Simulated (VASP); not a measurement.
Crystal: Al3GaAs4.

```
CELL_PARAMETERS angstrom
-2.71943 2.71943 5.43887
2.71943 -2.71943 5.43887
2.71943 2.71943 -5.43887
ATOMIC_POSITIONS crystal
Al 0.00000 0.00000 0.00000
Al 0.25000 0.75000 0.50000
Al 0.75000 0.25000 0.50000
Ga 0.50000 0.50000 0.00000
As 0.12500 0.12500 0.50000
As 0.37500 0.87500 0.00000
As 0.62500 0.62500 0.50000
As 0.87500 0.37500 0.00000
```

```yaml
Program: VASP 6.6.1
Task: relaxation of cell and atoms
Functional: PBE
Potentials_or_basis: VASP PAW PBE potentials, release 64 (Al, Ga_d, As)
Cutoff: 600 eV
k_mesh: 4 × 4 × 4
Occupations: gaussian, width 0.1 eV
Spin: no spin polarisation
```

At the start: pressure 14.9 GPa; volume 20.11 Å³/atom.

**Question.** Where does the relaxation end?

**Answer.** Over 5 steps the energy falls by 141.2 meV/atom and the volume is 23.53 Å³/atom (+17.0 %); space group I-42m (No. 121, to 0.1 Å) before and after.

The path:
| step | energy change (eV) | largest force (eV/Å) | pressure (GPa) | volume (Å³) |
| --- | --- | --- | --- | --- |
| 1 | 0.0000 | 0.0797 | 14.93 | 160.89 |
| 2 | -0.7742 | 0.0667 | -5.25 | 208.61 |
| 3 | -1.1296 | 0.0569 | 0.00 | 188.83 |
| 4 | -1.1292 | 0.0568 | 0.20 | 188.25 |
| 5 | -1.1297 | 0.0318 | 0.20 | 188.26 |

Final structure:
```
Al Ga As
1.0
    -2.86576    2.86576    5.73072
     2.86576   -2.86576    5.73072
     2.86576    2.86576   -5.73072
Al Ga As
3 1 4
Direct
  0.00000 0.00000 0.00000
  0.25000 0.75000 0.50000
  0.75000 0.25000 0.50000
  0.50000 0.50000 0.00000
  0.12426 0.12426 0.49913
  0.37487 0.87574 0.00000
  0.62513 0.62513 0.50087
  0.87574 0.37487 0.00000
```

Caveat: the volume moved by over 15 % at a fixed basis, so the end points are rough.
